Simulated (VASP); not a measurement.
# InP (F-43m) in VASP: further runs

Runs on InP. Level: PBE. Tasks: single point.

All numbers are computed with VASP 6.6.1; they aren't measurements. Logs are shortened: lines on timing, memory, paths and dates and some standing lists are left out, and cuts for length are marked.

### 1 The cell of the first run

Symmetry: F-43m, No. 216, cubic system. Conventional cell: a = 5.861 Å, b = 5.861 Å, c = 5.861 Å, α = 90.00°, β = 90.00°, γ = 90.00°. In (site symmetry -43m) has 4 P at 2.54 Å within 3.3 Å. P (site symmetry -43m) has 4 In at 2.54 Å within 3.3 Å.

### 2 Single point, PBE

The input, INCAR:

```
SYSTEM = InP
PREC = Accurate
ENCUT = 500
EDIFF = 1E-6
ISMEAR = 0
SIGMA = 0.01
LREAL = .FALSE.
LASPH = .TRUE.
NELM = 120
ALGO = Normal
ISIF = 2
LWAVE = .FALSE.
LCHARG = .FALSE.
GGA = PE
NBANDS = 16
GGA_COMPAT = .FALSE.
```

The input, KPOINTS:

```
Automatic mesh
0
G
  2 2 2
  0 0 0
```

The input, POSCAR:

```
InP
1.0
    0.0000000000      2.9305000000      2.9305000000
    2.9305000000      0.0000000000      2.9305000000
    2.9305000000      2.9305000000      0.0000000000
In P
1 1
Direct
    0.0000000000      0.0000000000      0.0000000000
    0.7500000000      0.7500000000      0.7500000000
```

Potentials or basis: VASP PAW PBE potentials, release 64 (In_d, P).

Started as:

```sh
> cat potpaw_PBE.64/In_d/POTCAR potpaw_PBE.64/P/POTCAR > POTCAR
> mpirun -np 1 vasp_std > vasp.out
```

OUTCAR:

```text
SYSTEM = InP
   PREC = Accurate
   ENCUT = 500
   EDIFF = 1E-6
   ISMEAR = 0
   LREAL = .FALSE.
   LASPH = .TRUE.
   NELM = 120
   ISIF = 2
   GGA = PE

 ion  position               nearest neighbor table
   1  0.000  0.000  0.000-   2 2.54   2 2.54   2 2.54   2 2.54
   2  0.750  0.750  0.750-   1 2.54   1 2.54   1 2.54   1 2.54

  LATTYP: Found a face centered cubic cell.
 ALAT       =     5.8610000000

  Lattice vectors:

 A1 = (   0.0000000000,   2.9305000000,   2.9305000000)
 A2 = (   2.9305000000,   0.0000000000,   2.9305000000)
 A3 = (   2.9305000000,   2.9305000000,   0.0000000000)

Analysis of symmetry for initial positions (statically):
=====================================================================
 Subroutine PRICEL returns:
 Original cell was already a primitive cell.

 Routine SETGRP: Setting up the symmetry group for a
 face centered cubic supercell.

 Subroutine GETGRP returns: Found 24 space group operations
 (whereof 24 operations were pure point group operations)
 out of a pool of 48 trial point group operations.

The static configuration has the point symmetry T_d .

Analysis of symmetry for dynamics (positions and initial velocities):
=====================================================================
 Subroutine PRICEL returns:
 Original cell was already a primitive cell.

 Routine SETGRP: Setting up the symmetry group for a
 face centered cubic supercell.

 Subroutine GETGRP returns: Found 24 space group operations
 (whereof 24 operations were pure point group operations)
 out of a pool of 48 trial point group operations.

The dynamic configuration has the point symmetry T_d .

 Subroutine INISYM returns: Found 24 space group operations
 (whereof 24 operations are pure point group operations),
 and found     1 'primitive' translations

----------------------------------------------------------------------------------------

                                     Primitive cell

  volume of cell :      50.3333

  direct lattice vectors                    reciprocal lattice vectors
     0.000000000  2.930500000  2.930500000    -0.170619348  0.170619348  0.170619348
     2.930500000  0.000000000  2.930500000     0.170619348 -0.170619348  0.170619348
     2.930500000  2.930500000  0.000000000     0.170619348  0.170619348 -0.170619348

  length of vectors
     4.144352845  4.144352845  4.144352845     0.295521380  0.295521380  0.295521380

  position of ions in fractional coordinates (direct lattice)
     0.000000000  0.000000000  0.000000000
     0.750000000  0.750000000  0.750000000

  ion indices of the primitive-cell ions
   primitive index   ion index
                 1           1
                 2           2

----------------------------------------------------------------------------------------

 KPOINTS: Automatic mesh

Automatic generation of k-mesh.
 Grid dimensions read from file:
 generate k-points for:    2    2    2

 Generating k-lattice:

  Cartesian coordinates                     Fractional coordinates (reciprocal lattice)
    -0.085309674  0.085309674  0.085309674     0.500000000  0.000000000  0.000000000
     0.085309674 -0.085309674  0.085309674     0.000000000  0.500000000  0.000000000
     0.085309674  0.085309674 -0.085309674     0.000000000  0.000000000  0.500000000

  Length of vectors
     0.147760690  0.147760690  0.147760690

  Shift w.r.t. Gamma in fractional coordinates (k-lattice)
     0.000000000  0.000000000  0.000000000

 Subroutine IBZKPT returns following result:
 ===========================================

 Found      3 irreducible k-points:

 Following reciprocal coordinates:
            Coordinates               Weight
  0.000000  0.000000  0.000000      1.000000
  0.500000  0.000000  0.000000      4.000000
  0.500000  0.500000  0.000000      3.000000
   k-points           NKPTS =      3   k-points in BZ     NKDIM =      3   number of bands    NBANDS=     16
   number of dos      NEDOS =    301   number of ions     NIONS =      2
   total plane-waves  NPLWV =  27000
   dimension x,y,z NGX =    30 NGY =   30 NGZ =   30
   dimension x,y,z NGXF=    60 NGYF=   60 NGZF=   60
   ions per type =               1   1
   NGX,Y,Z   is equivalent  to a cutoff of  12.03, 12.03, 12.03 a.u.
   NGXF,Y,Z  is equivalent  to a cutoff of  24.07, 24.07, 24.07 a.u.
 SYSTEM =  InP
   PREC   = accura    normal or accurate (medium, high low for compatibility)
   ISTART =      0    job   : 0-new  1-cont  2-samecut
   ICHARG =      2    charge: 1-file 2-atom 10-const
   ISPIN  =      1    spin polarized calculation?
   LNONCOLLINEAR =      F non collinear calculations
   LSORBIT =      F    spin-orbit coupling
   LASPH  =      T    aspherical Exc in radial PAW
   ENCUT  =  500.0 eV  36.75 Ry    6.06 a.u.   7.56  7.56  7.56*2*pi/ulx,y,z
   NELM   =    120;   NELMIN=  2; NELMDL= -5     # of ELM steps
   EDIFF  = 0.1E-05   stopping-criterion for ELM
   LREAL  =      F    real-space projection
   EDIFFG = 0.1E-04   stopping-criterion for IOM
   NSW    =      0    number of steps for IOM
   IBRION =     -1    ionic relax: 0-MD 1-quasi-New 2-CG
   NFREE  =      0    steps in history (QN), initial steepest desc. (CG)
   ISIF   =      2    stress and relaxation
   ISYM   =      2    0-nonsym 1-usesym 2-fastsym
   POTIM  = 0.5000    time-step for ionic-motion
   TEBEG  =    0.0;   TEEND  =   0.0 temperature during run
   PSTRESS=    0.0 pullay stress
   NELECT =      18.0000    total number of electrons
   NUPDOWN=      -1.0000    fix difference up-down
   EMIN   =  10.00;   EMAX   =-10.00  energy-range for DOS
   EFERMI =   0.00;   METHOD = LEGACY
   ISMEAR =     0;   SIGMA  =   0.01  broadening in eV -4-tet -1-fermi 0-gaus
   EFERMI_NEDOS =   21; number of points for ismear=-14 and -15
   IALGO  =     38    algorithm
   IMIX   =      4    mixing-type and parameters
     AMIX     =   0.40;   BMIX     =  1.00
     AMIX_MAG =   1.60;   BMIX_MAG =  1.00
  volume/ion in A,a.u.               =      25.17       169.83
  Fermi-wavevector in a.u.,A,eV,Ry     =   1.162021  2.195901 18.371846  1.350293
  Thomas-Fermi vector in A             =   2.298587
   LORBIT       =      0    0 simple, 1 ext, 2 COOP (PROOUT), +10 PAW based schemes
   GGA     = PE    functional components
   LHFCALC =     F    Hartree Fock is set to
   AEXX    =    0.0000 exact exchange contribution
   IVDW    =     0    specifies the selected vdW correction
   LEPSILON=     F    determine dielectric tensor
   LRPA    =     F    only Hartree local field effects (RPA)
 non-spin polarized calculation
 Gauss-broadening in eV      SIGMA  =   0.01
  energy-cutoff  :      500.00
  volume of cell :       50.33
 maximum number of plane-waves:      1298
   NGX = 15   NGY = 15   NGZ = 15

 number of electron      18.0000009 magnetization

 Free energy of the ion-electron system (eV)
  ---------------------------------------------------
  ext. energy  EPLUGINS =         0.00000000
  ---------------------------------------------------
  free energy    TOTEN  =        -6.56080263 eV

  energy without entropy =       -6.56080263  energy(sigma->0) =       -6.56080263

 E-fermi :   5.6286     XC(G=0):  -9.1021

 val. band max:        5.5659248063   @ k =   0.0000   0.0000   0.0000
 cond. band min:       6.1751683221   @ k =   0.0000   0.0000   0.0000
 fundamental gap:      0.6092435158
 Fermi energy:         5.6286189532

 k-point     1 :       0.0000    0.0000    0.0000
  band No.  band energies     occupation
      1      -9.0329      2.00000
      2      -9.0329      2.00000
      3      -9.0329      2.00000
      4      -8.8992      2.00000
      5      -8.8992      2.00000
      6      -5.9981      2.00000
[... 8 lines left out ...]
     15      14.8151      0.00000
     16      14.8151      0.00000

 k-point     2 :       0.5000    0.0000    0.0000
  band No.  band energies     occupation
      1      -9.1294      2.00000
      2      -8.9972      2.00000
      3      -8.9972      2.00000
      4      -8.8841      2.00000
      5      -8.8841      2.00000
      6      -4.2379      2.00000
[... 8 lines left out ...]
     15      16.0454      0.00000
     16      16.0454      0.00000

 k-point     3 :       0.5000    0.5000    0.0000
  band No.  band energies     occupation
      1      -9.1924      2.00000
      2      -8.9481      2.00000
      3      -8.9321      2.00000
      4      -8.9321      2.00000
      5      -8.8648      2.00000
      6      -3.5413      2.00000
[... 8 lines left out ...]
     15      16.1699      0.00000
     16      17.2934      0.00000

------------------------ aborting loop because EDIFF is reached ----------------------------------------

  FORCE on cell =-STRESS in cart. coord.  units (eV):
  Direction    XX          YY          ZZ          XY          YZ          ZX
  --------------------------------------------------------------------------------------
  -------------------------------------------------------------------------------------
  Total        2.3033019      2.3033019      2.3033019     -0.0000000      0.0000000     -0.0000000
  in kB       73.3172669     73.3172669     73.3172669     -0.0000000      0.0000000     -0.0000000
  external PRESSURE =      73.3172669 kB  Pullay stress =       0.0000000 kB

 VOLUME and BASIS-vectors are now :
 -----------------------------------------------------------------------------
  energy-cutoff  :      500.00
  volume of cell :       50.33
      direct lattice vectors                 reciprocal lattice vectors
     0.000000000  2.930500000  2.930500000    -0.170619348  0.170619348  0.170619348
     2.930500000  0.000000000  2.930500000     0.170619348 -0.170619348  0.170619348
     2.930500000  2.930500000  0.000000000     0.170619348  0.170619348 -0.170619348

 POSITION                                       TOTAL-FORCE (eV/Angst)
 -----------------------------------------------------------------------------------
      0.00000      0.00000      0.00000         0.000000      0.000000      0.000000
      4.39575      4.39575      4.39575        -0.000000     -0.000000     -0.000000
 -----------------------------------------------------------------------------------
    total drift:                               -0.000000     -0.000000     -0.000000

  FREE ENERGIE OF THE ION-ELECTRON SYSTEM (eV)
  ---------------------------------------------------
  free  energy   TOTEN  =        -6.5608026342 eV

  energy  without entropy=       -6.5608026342  energy(sigma->0) =       -6.56080263
```

It took 12 s on 1 thread of Intel Xeon Platinum 8259CL at 2.50GHz (Skylake/Cascade Lake), shared host; peak memory 0.16 GiB.

What came out:

| Item | Value |
| --- | --- |
| Free energy | -6.5608 eV |
| Pressure | 7.3 GPa |
| Band gap on the k mesh | 0.61 eV |

Levels at points of the mesh, in eV from the valence-band top:
```csv
k point,band 6,band 7,band 8,band 9,band 10,band 11,band 12,band 13
"(0.00, 0.00, 0.00)",-11.56,0.00,0.00,0.00,0.61,3.83,3.83,3.83
"(0.50, 0.00, 0.00)",-9.80,-5.91,-1.02,-1.02,1.33,4.57,4.57,7.02
"(0.50, 0.50, 0.00)",-9.11,-5.96,-2.42,-2.42,1.55,2.10,9.25,9.44
```

Caveat: the k points lie up to 0.93 Å⁻¹ apart; spin-orbit coupling is left out, which moves the levels of the heavy elements. A hybrid or GW would open this gap; PBE tends to underestimate it.

### 3 Single point, PBE

The input, INCAR:

```
PREC = Accurate
ENCUT = 500
EDIFF = 1E-6
ISMEAR = 0
SIGMA = 0.01
LREAL = F
LASPH = T
NELM = 120
ALGO = Normal
ISIF = 2
LWAVE = F
LCHARG = F
GGA = PE
NBANDS = 16
GGA_COMPAT = F
```

The input, KPOINTS:

```
regular mesh
0
Gamma
  6 6 6
```

POSCAR is that of step 2.

Potentials or basis: VASP PAW PBE potentials, release 64 (In_d, P).

Started as:

```sh
> cat potpaw_PBE.64/In_d/POTCAR potpaw_PBE.64/P/POTCAR > POTCAR
> mpirun -np 1 vasp_std > vasp.out
```

Wall time 18 s (1 thread of Intel Xeon Platinum 8259CL at 2.50GHz (Skylake/Cascade Lake), shared host); peak memory 0.16 GiB.

Results (log left out):

```
Free energy            : -8.3701 eV
Pressure               : 3.3 GPa
Band gap on the k mesh : 0.71 eV
```

Levels at points of the mesh, in eV from the valence-band top:
```csv
k point,band 6,band 7,band 8,band 9,band 10,band 11,band 12,band 13
"(0.00, 0.00, 0.00)",-11.52,0.00,0.00,0.00,0.71,4.09,4.09,4.09
"(0.50, 0.00, 0.00)",-9.79,-5.73,-0.97,-0.97,1.50,4.81,4.81,7.10
"(0.50, 0.50, 0.00)",-9.14,-5.75,-2.32,-2.32,1.76,2.27,9.21,9.59
```

Caveat: the cell stands under pressure; spin-orbit coupling is left out, which moves the levels of the heavy elements.

### 4 Single point, PBE

The input, INCAR:

```
  ALGO = Normal
  EDIFF = 1E-6
  ENCUT = 500
  GGA = PE
  GGA_COMPAT = False
  ISIF = 2
  ISMEAR = 0
  LASPH = True
  LCHARG = True
  LELF = True
  LREAL = False
  LVHAR = True
  LWAVE = False
  NBANDS = 16
  NELM = 120
  PREC = Accurate
  SIGMA = 0.01
```

The input, KPOINTS:

```
k-points
0
Gamma
  8 8 8
```

POSCAR is that of step 3.

Started as:

```sh
> cat potpaw_PBE.64/In_d/POTCAR potpaw_PBE.64/P/POTCAR > POTCAR
> mpirun -np 1 vasp_std > vasp.out
```

Run time: 30 s. Hardware: 1 thread of Intel Xeon Platinum 8259CL at 2.50GHz (Skylake/Cascade Lake), shared host; peak memory 0.17 GiB.

Results (log left out):

* Free energy: -8.3808 eV
* Pressure: 3.3 GPa
* Band gap on the k mesh: 0.71 eV

Levels at points of the mesh, in eV from the valence-band top:
```
           k point  band 6  band 7  band 8  band 9  band 10  band 11  band 12  band 13
(0.00, 0.00, 0.00)  -11.52    0.00    0.00    0.00     0.71     4.09     4.09     4.09
(0.50, 0.00, 0.00)   -9.79   -5.73   -0.97   -0.97     1.50     4.81     4.81     7.10
(0.50, 0.50, 0.00)   -9.14   -5.75   -2.32   -2.32     1.76     2.27     9.21     9.60
```

Caveat: the cell stands under pressure; spin-orbit coupling is left out, which moves the levels of the heavy elements. A hybrid or GW would open this gap; PBE tends to underestimate it.

### 5 The runs side by side

```csv
k mesh,gap on the mesh (eV),pressure (GPa)
2 × 2 × 2,0.61,7.3
6 × 6 × 6,0.71,3.3
8 × 8 × 8,0.71,3.3
```

Alike in all rows: task single point; level PBE; potentials or basis VASP PAW PBE potentials, release 64 (In_d, P); no spin polarisation; cell as given; cutoff (eV) 500; smearing gaussian 0.01 eV.

Caveats: some runs use coarse meshes; spin-orbit coupling is left out, which moves the levels of the heavy elements; the cell stands under pressure (at least some runs).

Absolute energies hang on the potentials; compare differences alone.
